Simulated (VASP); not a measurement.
The system is MgZn5S6.

```
CELL_PARAMETERS angstrom
3.79428 0.00000 0.00000
-1.89714 3.28595 0.00000
0.00000 0.00000 18.60313
ATOMIC_POSITIONS crystal
Mg 0.33333 0.66667 0.16667
Zn 0.00000 0.00000 0.00000
Zn 0.00000 0.00000 0.50000
Zn 0.66667 0.33333 0.66667
Zn 0.66667 0.33333 0.33333
Zn 0.33333 0.66667 0.83333
S 0.00000 0.00000 0.12500
S 0.00000 0.00000 0.62500
S 0.33333 0.66667 0.29167
S 0.66667 0.33333 0.79167
S 0.66667 0.33333 0.45833
S 0.33333 0.66667 0.95833
```

```yaml
Program: VASP 6.6.1
Task: relaxation of cell and atoms
Functional: PBE
Potentials_or_basis: VASP PAW PBE potentials, release 64 (Mg, Zn, S)
Cutoff: 600 eV
k_mesh: 6 × 6 × 1
Occupations: gaussian, width 0.1 eV
Spin: no spin polarisation
```

At the start: pressure 5.2 GPa; volume 19.33 Å³/atom.

Task: Where does the relaxation end?

Result: Over 12 steps the energy falls by 25.7 meV/atom and the volume is 20.65 Å³/atom (+6.9 %); space group P3m1 (No. 156, to 0.1 Å) before and after.

The path:
```csv
step,energy change (eV),largest force (eV/Å),pressure (GPa),volume (Å³)
1,0.0000,0.7422,5.23,231.94
2,-0.2551,0.2428,-1.41,253.76
3,-0.2759,0.3201,-0.14,248.71
4,-0.2852,0.1879,-0.06,248.39
5,-0.2918,0.2472,0.10,247.79
6,-0.2981,0.1187,-0.01,248.15
7,-0.3015,0.1309,-0.16,248.66
8,-0.3047,0.0853,0.11,247.65
9,-0.3048,0.0944,0.17,247.42
10,-0.3074,0.0623,0.00,248.06
11,-0.3077,0.0525,-0.09,248.39
12,-0.3082,0.0229,0.06,247.83
```

Final structure:
```
CELL_PARAMETERS angstrom
3.87627 0.00000 0.00000
-1.93814 3.35695 0.00000
0.00000 0.00000 19.04575
ATOMIC_POSITIONS crystal
Mg 0.33333 0.66667 0.16645
Zn 0.00000 0.00000 0.99615
Zn 0.00000 0.00000 0.50206
Zn 0.66667 0.33333 0.66686
Zn 0.66667 0.33333 0.33762
Zn 0.33333 0.66667 0.83118
S 0.00000 0.00000 0.11990
S 0.00000 0.00000 0.62620
S 0.33333 0.66667 0.29627
S 0.66667 0.33333 0.79076
S 0.66667 0.33333 0.46135
S 0.33333 0.66667 0.95521
```
